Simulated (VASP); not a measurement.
# Ba2TaS4 (P6/mmm) in VASP: single point with PBE

Aim: the single point of Ba2TaS4 with PBE.

Program: VASP 6.6.1. These are calculated values, not measurements. Logs are shortened: lines on timing, memory, paths and dates and some standing lists are left out, and cuts for length are marked.

## Step 1: The cell of the first run

Symmetry: P6/mmm, No. 191, hexagonal system. Conventional cell: a = 5.183 Å, b = 5.183 Å, c = 12.539 Å, α = 90.00°, β = 90.00°, γ = 120.00°. Ba (site symmetry 6mm) has 1 S at 2.73 Å and 1 Ta at 3.54 Å within 3.6 Å. Within 3.6 Å of Ta (site symmetry 6/mmm) lie 6 S at 2.59 Å and 2 Ba at 3.54 Å. Within 3.4 Å of S (site symmetry mmm) lie 2 Ta at 2.59 Å and 4 S at 2.59 Å. Within 3.6 Å of S (site symmetry 6/mmm) lie 2 Ba at 2.73 Å.

The cell was generated, and may not be a known phase.

## Step 2: Single point, PBE

Contents of INCAR:

```
PREC = Accurate ; ENCUT = 500
EDIFF = 1E-6 ; ISMEAR = 0
SIGMA = 0.1 ; LREAL = False
LASPH = True ; NELM = 120
ALGO = Normal ; ISIF = 2
LWAVE = False ; LCHARG = True
GGA = PE ; LELF = True
LVHAR = True ; NBANDS = 38
GGA_COMPAT = False
```

Contents of KPOINTS:

```
Automatic mesh
0
Gamma
  6 6 2
```

Contents of POSCAR:

```
Ba2TaS4
1.0
    5.1830919659     -0.0000000028      0.0000000000
   -2.5915459805      4.4886893141      0.0000000000
    0.0000000000      0.0000000000     12.5386616013
Ba Ta S
2 1 4
Direct
    0.0000000000      0.0000000000      0.7819598448
    0.0000000000      0.0000000000      0.2180401552
    0.0000000000      0.0000000000      0.5000000000
    0.5000000000      0.0000000000      0.5000000000
    0.0000000000      0.5000000000      0.5000000000
    0.5000000000      0.5000000000      0.5000000000
    0.0000000000      0.0000000000      0.0000000000
```

Potentials or basis: VASP PAW PBE potentials, release 64 (Ba_sv, Ta_sv_GW, S).

On the command line:

```bash
> cat potpaw_PBE.64/Ba_sv/POTCAR potpaw_PBE.64/Ta_sv_GW/POTCAR potpaw_PBE.64/S/POTCAR > POTCAR
> mpirun -np 1 vasp_std > vasp.out
```

OUTCAR:

```text
PREC = Accurate
   ENCUT = 500
   EDIFF = 1E-6
   ISMEAR = 0
   LREAL = False
   LASPH = True
   NELM = 120
   ISIF = 2
   GGA = PE

 ion  position               nearest neighbor table
   1  0.000  0.000  0.782-   7 2.73   3 3.54
   2  0.000  0.000  0.218-   7 2.73   3 3.54
   3  0.000  0.000  0.500-   4 2.59   4 2.59   5 2.59   5 2.59   6 2.59   6 2.59   1 3.54   2 3.54

   4  0.500  0.000  0.500-   3 2.59   3 2.59   6 2.59   6 2.59   5 2.59   5 2.59
   5  0.000  0.500  0.500-   6 2.59   6 2.59   3 2.59   3 2.59   4 2.59   4 2.59
   6  0.500  0.500  0.500-   5 2.59   5 2.59   4 2.59   4 2.59   3 2.59   3 2.59
   7  0.000  0.000  0.000-   1 2.73   2 2.73

  LATTYP: Found a hexagonal cell.
 ALAT       =     5.1830919659
 C/A-ratio  =     2.4191470427

  Lattice vectors:

 A1 = (   5.1830919659,  -0.0000000028,   0.0000000000)
 A2 = (  -2.5915459805,   4.4886893141,   0.0000000000)
 A3 = (   0.0000000000,   0.0000000000,  12.5386616013)

Analysis of symmetry for initial positions (statically):
=====================================================================
 Subroutine PRICEL returns:
 Original cell was already a primitive cell.

 Routine SETGRP: Setting up the symmetry group for a
 hexagonal supercell.

 Subroutine GETGRP returns: Found 24 space group operations
 (whereof 24 operations were pure point group operations)
 out of a pool of 24 trial point group operations.

The static configuration has the point symmetry D_6h.

Analysis of symmetry for dynamics (positions and initial velocities):
=====================================================================
 Subroutine PRICEL returns:
 Original cell was already a primitive cell.

 Routine SETGRP: Setting up the symmetry group for a
 hexagonal supercell.

 Subroutine GETGRP returns: Found 24 space group operations
 (whereof 24 operations were pure point group operations)
 out of a pool of 24 trial point group operations.

The dynamic configuration has the point symmetry D_6h.

 Subroutine INISYM returns: Found 24 space group operations
 (whereof 24 operations are pure point group operations),
 and found     1 'primitive' translations

----------------------------------------------------------------------------------------

                                     Primitive cell

  volume of cell :     291.7156

  direct lattice vectors                    reciprocal lattice vectors
     5.183091966 -0.000000003  0.000000000     0.192935029  0.111391091  0.000000000
    -2.591545980  4.488689314  0.000000000     0.000000000  0.222782182  0.000000000
     0.000000000  0.000000000 12.538661601     0.000000000  0.000000000  0.079753329

  length of vectors
     5.183091966  5.183091966 12.538661601     0.222782182  0.222782182  0.079753329

  position of ions in fractional coordinates (direct lattice)
     0.000000000  0.000000000  0.781959845
     0.000000000  0.000000000  0.218040155
     0.000000000  0.000000000  0.500000000
     0.500000000  0.000000000  0.500000000
     0.000000000  0.500000000  0.500000000
     0.500000000  0.500000000  0.500000000
     0.000000000  0.000000000  0.000000000

  ion indices of the primitive-cell ions
   primitive index   ion index
                 1           1
                 2           2
                 3           3
                 4           4
                 5           5
                 6           6
                 7           7

----------------------------------------------------------------------------------------

 KPOINTS: Automatic mesh

Automatic generation of k-mesh.
 Grid dimensions read from file:
 generate k-points for:    6    6    2

 Generating k-lattice:

  Cartesian coordinates                     Fractional coordinates (reciprocal lattice)
     0.032155838  0.018565182  0.000000000     0.166666667  0.000000000  0.000000000
     0.000000000  0.037130364  0.000000000     0.000000000  0.166666667  0.000000000
     0.000000000  0.000000000  0.039876664     0.000000000  0.000000000  0.500000000

  Length of vectors
     0.037130364  0.037130364  0.039876664

  Shift w.r.t. Gamma in fractional coordinates (k-lattice)
     0.000000000  0.000000000  0.000000000

 Subroutine IBZKPT returns following result:
 ===========================================

 Found     14 irreducible k-points:

 Following reciprocal coordinates:
            Coordinates               Weight
  0.000000  0.000000  0.000000      1.000000
  0.166667 -0.000000  0.000000      6.000000
  0.333333 -0.000000  0.000000      6.000000
  0.500000 -0.000000  0.000000      3.000000
  0.166667  0.166667  0.000000      6.000000
  0.333333  0.166667  0.000000     12.000000
  0.333333  0.333333  0.000000      2.000000
  0.000000  0.000000  0.500000      1.000000
  0.166667 -0.000000  0.500000      6.000000
  0.333333 -0.000000  0.500000      6.000000
  0.500000 -0.000000  0.500000      3.000000
  0.166667  0.166667  0.500000      6.000000
  0.333333  0.166667  0.500000     12.000000
  0.333333  0.333333  0.500000      2.000000
   k-points           NKPTS =     14   k-points in BZ     NKDIM =     14   number of bands    NBANDS=     38
   number of dos      NEDOS =    301   number of ions     NIONS =      7
   total plane-waves  NPLWV = 153600
   dimension x,y,z NGX =    40 NGY =   40 NGZ =   96
   dimension x,y,z NGXF=    80 NGYF=   80 NGZF=  192
   ions per type =               2   1   4
   NGX,Y,Z   is equivalent  to a cutoff of  12.83, 12.83, 12.73 a.u.
   NGXF,Y,Z  is equivalent  to a cutoff of  25.66, 25.66, 25.46 a.u.
 SYSTEM =  unknown system
   PREC   = accura    normal or accurate (medium, high low for compatibility)
   ISTART =      0    job   : 0-new  1-cont  2-samecut
   ICHARG =      2    charge: 1-file 2-atom 10-const
   ISPIN  =      1    spin polarized calculation?
   LNONCOLLINEAR =      F non collinear calculations
   LSORBIT =      F    spin-orbit coupling
   LASPH  =      T    aspherical Exc in radial PAW
   ENCUT  =  500.0 eV  36.75 Ry    6.06 a.u.   9.45  9.45 22.86*2*pi/ulx,y,z
   NELM   =    120;   NELMIN=  2; NELMDL= -5     # of ELM steps
   EDIFF  = 0.1E-05   stopping-criterion for ELM
   LREAL  =      F    real-space projection
   EDIFFG = 0.1E-04   stopping-criterion for IOM
   NSW    =      0    number of steps for IOM
   IBRION =     -1    ionic relax: 0-MD 1-quasi-New 2-CG
   NFREE  =      0    steps in history (QN), initial steepest desc. (CG)
   ISIF   =      2    stress and relaxation
   ISYM   =      2    0-nonsym 1-usesym 2-fastsym
   POTIM  = 0.5000    time-step for ionic-motion
   TEBEG  =    0.0;   TEEND  =   0.0 temperature during run
   PSTRESS=    0.0 pullay stress
   NELECT =      57.0000    total number of electrons
   NUPDOWN=      -1.0000    fix difference up-down
   EMIN   =  10.00;   EMAX   =-10.00  energy-range for DOS
   EFERMI =   0.00;   METHOD = LEGACY
   ISMEAR =     0;   SIGMA  =   0.10  broadening in eV -4-tet -1-fermi 0-gaus
   EFERMI_NEDOS =   21; number of points for ismear=-14 and -15
   IALGO  =     38    algorithm
   IMIX   =      4    mixing-type and parameters
     AMIX     =   0.40;   BMIX     =  1.00
     AMIX_MAG =   1.60;   BMIX_MAG =  1.00
  volume/ion in A,a.u.               =      41.67       281.23
  Fermi-wavevector in a.u.,A,eV,Ry     =   0.949977  1.795197 12.278672  0.902457
  Thomas-Fermi vector in A             =   2.078311
   LORBIT       =      0    0 simple, 1 ext, 2 COOP (PROOUT), +10 PAW based schemes
   GGA     = PE    functional components
   LHFCALC =     F    Hartree Fock is set to
   AEXX    =    0.0000 exact exchange contribution
   IVDW    =     0    specifies the selected vdW correction
   LEPSILON=     F    determine dielectric tensor
   LRPA    =     F    only Hartree local field effects (RPA)
 non-spin polarized calculation
 Gauss-broadening in eV      SIGMA  =   0.10
  energy-cutoff  :      500.00
  volume of cell :      291.72
 maximum number of plane-waves:      7462
 NGX is ok and might be reduce to    40
   NGX = 19   NGY = 19   NGZ = 45

 number of electron      57.0000003 magnetization

 Free energy of the ion-electron system (eV)
  ---------------------------------------------------
  ext. energy  EPLUGINS =         0.00000000
  ---------------------------------------------------
  free energy    TOTEN  =       -34.94137863 eV

  energy without entropy =      -34.91818205  energy(sigma->0) =      -34.92978034

 E-fermi :   2.2378     XC(G=0):  -7.1953

 val. band max:        2.2021025552   @ k =   0.1667  -0.0000   0.5000
 cond. band min:       2.2633594069   @ k =   0.1667   0.1667   0.0000
 fundamental gap:      0.0612568517
 Fermi energy:         2.2378198128

 k-point     1 :       0.0000    0.0000    0.0000
  band No.  band energies     occupation
      1     -66.9790      2.00000
      2     -33.6040      2.00000
      3     -33.6040      2.00000
      4     -33.0059      2.00000
      5     -26.6880      2.00000
      6     -26.6853      2.00000
[... 30 lines left out ...]
     37       4.2257      0.00000
     38       4.2257      0.00000

 k-point     2 :       0.1667   -0.0000    0.0000
  band No.  band energies     occupation
      1     -66.9790      2.00000
      2     -33.6056      2.00000
      3     -33.6046      2.00000
      4     -33.0060      2.00000
      5     -26.6871      2.00000
      6     -26.6845      2.00000
[... 30 lines left out ...]
     37       4.3006      0.00000
     38       4.3794      0.00000

 k-point     3 :       0.3333   -0.0000    0.0000
  band No.  band energies     occupation
      1     -66.9790      2.00000
      2     -33.6080      2.00000
      3     -33.6054      2.00000
      4     -33.0059      2.00000
      5     -26.6855      2.00000
      6     -26.6829      2.00000
[... 30 lines left out ...]
     37       4.6331      0.00000
     38       4.9259      0.00000

 k-point     4 :       0.5000   -0.0000    0.0000
  band No.  band energies     occupation
      1     -66.9789      2.00000
      2     -33.6093      2.00000
      3     -33.6057      2.00000
      4     -33.0058      2.00000
      5     -26.6846      2.00000
      6     -26.6820      2.00000
[... 30 lines left out ...]
     37       4.5212      0.00000
     38       4.7102      0.00000
[... 293 lines left out ...]
      4     -33.0059      2.00000
      5     -26.6853      2.00000
      6     -26.6839      2.00000
[... 30 lines left out ...]
     37       4.0979      0.00000
     38       4.5874      0.00000

 k-point    13 :       0.3333    0.1667    0.5000
  band No.  band energies     occupation
      1     -66.9790      2.00000
      2     -33.6087      2.00000
      3     -33.6063      2.00000
      4     -33.0059      2.00000
      5     -26.6841      2.00000
      6     -26.6826      2.00000
[... 30 lines left out ...]
     37       4.0679      0.00000
     38       4.4495      0.00000

 k-point    14 :       0.3333    0.3333    0.5000
  band No.  band energies     occupation
      1     -66.9790      2.00000
      2     -33.6080      2.00000
      3     -33.6080      2.00000
      4     -33.0058      2.00000
      5     -26.6836      2.00000
      6     -26.6822      2.00000
[... 30 lines left out ...]
     37       4.1899      0.00000
     38       4.4379      0.00000

------------------------ aborting loop because EDIFF is reached ----------------------------------------

  FORCE on cell =-STRESS in cart. coord.  units (eV):
  Direction    XX          YY          ZZ          XY          YZ          ZX
  --------------------------------------------------------------------------------------
  -------------------------------------------------------------------------------------
  Total       -0.4615273     -0.4615273      1.2242001     -0.0000000      0.0000000     -0.0000000
  in kB       -2.5348270     -2.5348270      6.7236231     -0.0000000      0.0000000     -0.0000000
  external PRESSURE =       0.5513230 kB  Pullay stress =       0.0000000 kB

 VOLUME and BASIS-vectors are now :
 -----------------------------------------------------------------------------
  energy-cutoff  :      500.00
  volume of cell :      291.72
      direct lattice vectors                 reciprocal lattice vectors
     5.183091966 -0.000000003  0.000000000     0.192935029  0.111391091  0.000000000
    -2.591545980  4.488689314  0.000000000     0.000000000  0.222782182  0.000000000
     0.000000000  0.000000000 12.538661601     0.000000000  0.000000000  0.079753329

 POSITION                                       TOTAL-FORCE (eV/Angst)
 -----------------------------------------------------------------------------------
      0.00000      0.00000      9.80473        -0.000000      0.000000     -0.219620
      0.00000      0.00000      2.73393         0.000000      0.000000      0.219620
      0.00000      0.00000      6.26933         0.000000     -0.000000      0.000000
      2.59155     -0.00000      6.26933         0.000000     -0.000000      0.000000
     -1.29577      2.24434      6.26933         0.000000     -0.000000      0.000000
      1.29577      2.24434      6.26933         0.000000     -0.000000      0.000000
      0.00000      0.00000      0.00000         0.000000     -0.000000      0.000000
 -----------------------------------------------------------------------------------
    total drift:                                0.000000      0.000000     -0.000000

  FREE ENERGIE OF THE ION-ELECTRON SYSTEM (eV)
  ---------------------------------------------------
  free  energy   TOTEN  =       -34.9413786289 eV

  energy  without entropy=      -34.9181820493  energy(sigma->0) =      -34.92978034
```

Wall time 6 min (1 thread of Intel Xeon Platinum 8488C (Sapphire Rapids), shared host); peak memory 0.47 GiB.

Results:

```
Free energy            : -34.9414 eV
Pressure               : 0.1 GPa
Largest force          : 0.220 eV/Å
Band gap on the k mesh : zero (an odd number of electrons rules out a gap without spin polarisation)
```

Forces on the atoms (eV/Å):
```
Ba   0.000  0.000 -0.220
Ba   0.000  0.000  0.220
Ta   0.000  0.000  0.000
S    0.000  0.000  0.000
S    0.000  0.000  0.000
S    0.000  0.000  0.000
S    0.000  0.000  0.000
```

Caveat: spin-orbit coupling is left out, which moves the levels of the heavy elements; an odd number of electrons without spin polarisation forces a metal; a magnetic or distorted state may lie lower.

The gap in the log of VASP goes by the Fermi energy; the results here count the filled bands.